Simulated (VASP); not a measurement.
WCl4F2:

```
CELL_PARAMETERS angstrom
-3.58501 3.58501 4.01482
3.58501 -3.58501 4.01482
3.58501 3.58501 -4.01482
ATOMIC_POSITIONS crystal
W 0.00000 0.00000 0.00000
Cl 0.77583 0.22417 0.00000
Cl 0.77583 0.77583 0.55165
Cl 0.22417 0.22417 0.44835
Cl 0.22417 0.77583 0.00000
F 0.76996 0.76996 0.00000
F 0.23004 0.23004 0.00000
```

* Program: VASP 6.6.1
* Task: relaxation of shape and atoms at fixed volume
* Functional: PBE
* Potentials or basis: VASP PAW PBE potentials, release 64 (W_sv, Cl, F)
* Cutoff: 600 eV
* k mesh: 6 × 6 × 6
* Occupations: gaussian, width 0.02 eV
* Spin: no spin polarisation

At the start: pressure 2.4 GPa; volume 29.49 Å³/atom.

Task: How do energy, volume and symmetry change on relaxing?

Result: Over 5 steps the energy falls by 8.4 meV/atom; space group I4/mmm (No. 139, to 0.1 Å) before and after.

Step by step:
```
step  energy change (eV)  largest force (eV/Å)  pressure (GPa)  volume (Å³)
   1              0.0000                1.1284            2.44       206.40
   2             -0.0242                0.8839           -0.63       206.40
   3             -0.0517                0.2393            0.62       206.40
   4             -0.0570                0.1191           -0.06       206.40
   5             -0.0587                0.0046            0.16       206.40
```

Final structure:
```
W Cl F
1.0
    -3.58340    3.58340    4.01844
     3.58340   -3.58340    4.01844
     3.58340    3.58340   -4.01844
W Cl F
1 4 2
Direct
  0.00000 0.00000 0.00000
  0.77355 0.22645 0.00000
  0.77355 0.77355 0.54711
  0.22645 0.22645 0.45289
  0.22645 0.77355 0.00000
  0.76599 0.76599 0.00000
  0.23401 0.23401 0.00000
```

Where two steps share one volume, the run began anew on that cell with a basis built for it.
